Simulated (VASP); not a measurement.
Wanted: the native input for a VASP 6.6.1 run.

| Item | Value |
| --- | --- |
| Task | single point |
| Functional | r2SCANh |
| Potentials or basis | VASP PAW PBE potentials, release 64 (V_sv) |
| Cutoff | 520 eV |
| k mesh | 6 × 6 × 6 |
| Occupations | fermi-dirac, width 0.05 eV |
| Spin | collinear spin, ferromagnetic start |
| Starting moments | [2.0] μB |
| Dipole correction | no |
| Grid for exact exchange (PRECFOCK) | Normal |
| Further INCAR settings | ALGO = Normal; EDIFF = 1e-06; NBANDS = 16 |

V:

```
V
1.0
    -1.51435    1.51435    1.51435
     1.51435   -1.51435    1.51435
     1.51435    1.51435   -1.51435
V
1
Direct
  0.00000 0.00000 0.00000
```

The input as run:

POSCAR

```
V
1.0
   -1.5143500000      1.5143500000      1.5143500000
    1.5143500000     -1.5143500000      1.5143500000
    1.5143500000      1.5143500000     -1.5143500000
V
1
Direct
    0.0000000000      0.0000000000      0.0000000000
```

INCAR.step1

```
PREC = Accurate
ENCUT = 520
EDIFF = 1E-5
ISMEAR = -1
SIGMA = 0.05
LREAL = False
LASPH = True
NELM = 150
ALGO = Normal
ISIF = 2
LWAVE = True
LCHARG = False
ISPIN = 2
MAGMOM = 2
LORBIT = 11
LMAXMIX = 4
NBANDS = 16
GGA = PE
```

INCAR.step2

```
PREC = Accurate
ENCUT = 520
EDIFF = 1E-6
ISMEAR = -1
SIGMA = 0.05
LREAL = False
LASPH = True
NELM = 150
ALGO = Normal
ISIF = 2
LWAVE = False
LCHARG = False
ISPIN = 2
MAGMOM = 2
LORBIT = 11
LMAXMIX = 4
METAGGA = R2SCAN
LHFCALC = True
AEXX = 0.1
LMIXTAU = True
PRECFOCK = Normal
NBANDS = 16
ISTART = 1
```

KPOINTS

```
regular mesh
0
Gamma
  6 6 6
```

Potentials or basis: VASP PAW PBE potentials, release 64 (V_sv).

Command:

```console
$ cat potpaw_PBE.64/V_sv/POTCAR > POTCAR
$ cp INCAR.step1 INCAR
$ mpirun -np 1 vasp_std > vasp.out
$ cp INCAR.step2 INCAR
$ mpirun -np 1 vasp_std > vasp.out
```

Results of the run:

The pressure is -6.2 GPa. The net moment is 0.78 μB per cell, the site moments are V +0.67 μB and the valence electrons inside the program's atomic spheres are V 11.54.

Caveat: the k points lie up to 0.49 Å⁻¹ apart; the PAW data sets were made with another functional, which shifts forces and pressure a little.

Wall time 34 min on 1 thread of AMD EPYC 7R13 Processor (Zen 3) (shared host), peak memory 0.12 GiB.
